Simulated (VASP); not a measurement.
# Mo (P6/mmm) in VASP: a series of runs, part 2 of 2

VASP 6.6.1. Earlier steps stand in the parts before.

### 3 Single point, LDA

INCAR reads:

```
PREC = Accurate ; ENCUT = 500
EDIFF = 1E-6 ; ISMEAR = -1
SIGMA = 0.15 ; LREAL = False
LASPH = True ; NELM = 120
ALGO = Normal ; ISIF = 2
LWAVE = False ; LCHARG = True
GGA = CA ; LELF = True
LVHAR = True ; NBANDS = 13
GGA_COMPAT = False
```

KPOINTS reads:

```
Automatic mesh
0
Gamma
  4 4 4
```

POSCAR reads:

```
Mo
1.0
    2.7355100000      0.0000000000      0.0000000000
   -1.3677550000      2.3690210000      0.0000000000
    0.0000000000      0.0000000000      2.5551810000
Mo
1
Direct
    0.0000000000      0.0000000000      0.5000000000
```

Potentials or basis: VASP PAW LDA potentials, release 64 (Mo_sv).

Launch:

```sh
$ cat potpaw_LDA.64/Mo_sv/POTCAR > POTCAR
$ mpirun -np 1 vasp_std > vasp.out
```

OUTCAR:

```text
PREC = Accurate
   ENCUT = 500
   EDIFF = 1E-6
   ISMEAR = -1
   LREAL = False
   LASPH = True
   NELM = 120
   ISIF = 2
   GGA = CA

 ion  position               nearest neighbor table
   1  0.000  0.000  0.500-

  LATTYP: Found a hexagonal cell.
 ALAT       =     2.7355100000
 C/A-ratio  =     0.9340784717

  Lattice vectors:

 A1 = (   2.7355100000,   0.0000000000,   0.0000000000)
 A2 = (  -1.3677550000,   2.3690210000,   0.0000000000)
 A3 = (   0.0000000000,   0.0000000000,   2.5551810000)

Analysis of symmetry for initial positions (statically):
=====================================================================
 Subroutine PRICEL returns:
 Original cell was already a primitive cell.

 Routine SETGRP: Setting up the symmetry group for a
 hexagonal supercell.

 Subroutine GETGRP returns: Found 24 space group operations
 (whereof 24 operations were pure point group operations)
 out of a pool of 24 trial point group operations.

The static configuration has the point symmetry D_6h.

Analysis of symmetry for dynamics (positions and initial velocities):
=====================================================================
 Subroutine PRICEL returns:
 Original cell was already a primitive cell.

 Routine SETGRP: Setting up the symmetry group for a
 hexagonal supercell.

 Subroutine GETGRP returns: Found 24 space group operations
 (whereof 24 operations were pure point group operations)
 out of a pool of 24 trial point group operations.

The dynamic configuration has the point symmetry D_6h.

 Subroutine INISYM returns: Found 24 space group operations
 (whereof 24 operations are pure point group operations),
 and found     1 'primitive' translations

[... 102 lines left out ...]
  Thomas-Fermi vector in A             =   2.653024
   LORBIT       =      0    0 simple, 1 ext, 2 COOP (PROOUT), +10 PAW based schemes
   GGA     = CA    functional components
   LHFCALC =     F    Hartree Fock is set to
   AEXX    =    0.0000 exact exchange contribution
   IVDW    =     0    specifies the selected vdW correction
   LEPSILON=     F    determine dielectric tensor
   LRPA    =     F    only Hartree local field effects (RPA)
 non-spin polarized calculation
  energy-cutoff  :      500.00
  volume of cell :       16.56
 maximum number of plane-waves:       430
 NGX is ok and might be reduce to    20
   NGX =  9   NGY =  9   NGZ =  9

 number of electron      14.0000002 magnetization

 Free energy of the ion-electron system (eV)
  ---------------------------------------------------
  ext. energy  EPLUGINS =         0.00000000
  ---------------------------------------------------
  free energy    TOTEN  =       -10.85786915 eV

  energy without entropy =      -10.72120994  energy(sigma->0) =      -10.78953954

 E-fermi :  11.5784     XC(G=0): -13.1785

 val. band max:       11.5546116079   @ k =   0.2500  -0.0000   0.5000
 cond. band min:      11.6456439058   @ k =   0.2500   0.2500   0.2500
 fundamental gap:      0.0910322979
 Fermi energy:        11.5783811922

 k-point     1 :       0.0000    0.0000    0.0000
  band No.  band energies     occupation
      1     -49.1503      2.00000
      2     -22.6032      2.00000
      3     -22.6032      2.00000
      4     -22.5647      2.00000
      5       4.6492      2.00000
      6       7.1542      2.00000
      7      10.5989      1.99709
      8      10.5989      1.99709
      9      15.5897      0.00000
     10      15.5897      0.00000
     11      24.4861      0.00000
     12      27.1589      0.00000
     13      31.8340      0.00000
[... 162 lines left out ...]
  band No.  band energies     occupation
      1     -48.6838      2.00000
      2     -24.0350      2.00000
      3     -23.5069      2.00000
      4     -23.0123      2.00000
      5       6.8239      2.00000
      6       9.2297      2.00000
      7      10.1765      1.99983
      8      11.8330      0.30967
      9      17.2817      0.00000
     10      20.3544      0.00000
     11      22.0902      0.00000
     12      25.4210      0.00000
     13      29.0436      0.00000

------------------------ aborting loop because EDIFF is reached ----------------------------------------

  FORCE on cell =-STRESS in cart. coord.  units (eV):
  Direction    XX          YY          ZZ          XY          YZ          ZX
  --------------------------------------------------------------------------------------
  -------------------------------------------------------------------------------------
  Total       -0.1445008     -0.1445008     -0.0977450      0.0000000      0.0000000      0.0000000
  in kB      -13.9814422    -13.9814404     -9.4574969      0.0000000      0.0000000      0.0000000
  external PRESSURE =     -12.4734598 kB  Pullay stress =       0.0000000 kB

 VOLUME and BASIS-vectors are now :
 -----------------------------------------------------------------------------
  energy-cutoff  :      500.00
  volume of cell :       16.56
      direct lattice vectors                 reciprocal lattice vectors
     2.735510000  0.000000000  0.000000000     0.365562546  0.211057648  0.000000000
    -1.367755000  2.369021000  0.000000000     0.000000000  0.422115296  0.000000000
     0.000000000  0.000000000  2.555181000     0.000000000  0.000000000  0.391361708

 POSITION                                       TOTAL-FORCE (eV/Angst)
 -----------------------------------------------------------------------------------
      0.00000      0.00000      1.27759         0.000000      0.000000      0.000000
 -----------------------------------------------------------------------------------
    total drift:                                0.000000      0.000000     -0.000000

  FREE ENERGIE OF THE ION-ELECTRON SYSTEM (eV)
  ---------------------------------------------------
  free  energy   TOTEN  =       -10.8578691480 eV

  energy  without entropy=      -10.7212099356  energy(sigma->0) =      -10.78953954
```

OSZICAR:

```text
N       E                     dE             d eps       ncg     rms          rms(c)
DAV:   1     0.105337396937E+03    0.10534E+03   -0.88664E+03   320   0.110E+03
DAV:   2    -0.101405257285E+02   -0.11548E+03   -0.11235E+03   347   0.323E+02
DAV:   3    -0.113507889983E+02   -0.12103E+01   -0.12039E+01   342   0.348E+01
DAV:   4    -0.113544672555E+02   -0.36783E-02   -0.36782E-02   377   0.218E+00
DAV:   5    -0.113544990318E+02   -0.31776E-04   -0.31776E-04   352   0.169E-01    0.137E+01
DAV:   6    -0.109164869477E+02    0.43801E+00   -0.58834E-01   327   0.900E+00    0.419E+00
DAV:   7    -0.108621418395E+02    0.54345E-01   -0.79035E-02   327   0.317E+00    0.798E-01
DAV:   8    -0.108579617578E+02    0.41801E-02   -0.27730E-03   322   0.648E-01    0.164E-01
DAV:   9    -0.108578569795E+02    0.10478E-03   -0.25729E-04   367   0.192E-01    0.321E-02
DAV:  10    -0.108578673659E+02   -0.10386E-04   -0.37824E-06   312   0.218E-02    0.132E-02
DAV:  11    -0.108578691396E+02   -0.17737E-05   -0.55564E-07   250   0.737E-03    0.690E-04
DAV:  12    -0.108578691480E+02   -0.84647E-08   -0.10895E-08   176   0.107E-03
   1 F= -.10857869E+02 E0= -.10789540E+02  d E =-.136659E+00
```

Run time: 2.1 s. Hardware: 1 thread of Intel Xeon Platinum 8488C (Sapphire Rapids), shared host; peak memory 0.12 GiB.

Results:

| Property | Result |
| --- | --- |
| Free energy | -10.8579 eV |
| Pressure | -1.2 GPa |
| Band gap on the k mesh | zero (band 7 reaches 12.43 eV, above the bottom of band 8 at 10.60 eV) |

Caveat: the k points lie up to 0.66 Å⁻¹ apart.

### 4 Single point, LDA

INCAR reads:

```
  PREC = Accurate
  ENCUT = 500
  EDIFF = 1E-6
  ISMEAR = -1
  SIGMA = 0.15
  LREAL = F
  LASPH = T
  NELM = 120
  ALGO = Normal
  ISIF = 2
  LWAVE = F
  LCHARG = F
  NBANDS = 13
  GGA_COMPAT = F
```

KPOINTS reads:

```
regular mesh
0
Gamma
  6 6 5
```

POSCAR is that of step 3.

Launch:

```sh
$ cat potpaw_LDA.64/Mo_sv/POTCAR > POTCAR
$ mpirun -np 1 vasp_std > vasp.out
```

Wall time 2.8 s (1 thread of Intel Xeon Platinum 8488C (Sapphire Rapids), shared host); peak memory 0.12 GiB.

Results (log left out):

```yaml
Free_energy: -11.2883 eV
Pressure: -4.8 GPa
Band_gap_on_the_k_mesh: zero (band 7 reaches 12.39 eV, above the bottom of band 8 at 10.47 eV)
```

Stress tensor (GPa, compression positive):
```
-2.34  0.00  0.00
 0.00 -2.34  0.00
 0.00  0.00 -9.83
```

Levels at points of the mesh, in eV from the Fermi level:
```tsv
k point	band 3	band 4	band 5	band 6	band 7	band 8	band 9	band 10	band 11	band 12
(0.00, 0.00, 0.00)	-34.08	-33.92	-6.69	-4.13	-0.87	-0.87	4.21	4.21	13.06	15.78
(0.50, 0.00, 0.00)	-34.40	-33.76	-4.88	-2.91	1.05	1.18	3.53	4.48	10.24	13.52
```

Caveat: the k points lie up to 0.49 Å⁻¹ apart.

### 5 Overview

```csv
k mesh,gap on the mesh (eV),pressure (GPa)
3 × 3 × 3,none,-3.2
4 × 4 × 4,none,-1.2
6 × 6 × 5,none,-4.8
```

Alike in all rows: task single point; level LDA; potentials or basis VASP PAW LDA potentials, release 64 (Mo_sv); no spin polarisation; cell as given; cutoff (eV) 500; smearing fermi-dirac 0.15 eV.

Caveats: all runs use coarse meshes.

Absolute energies hang on the potentials; compare differences alone.
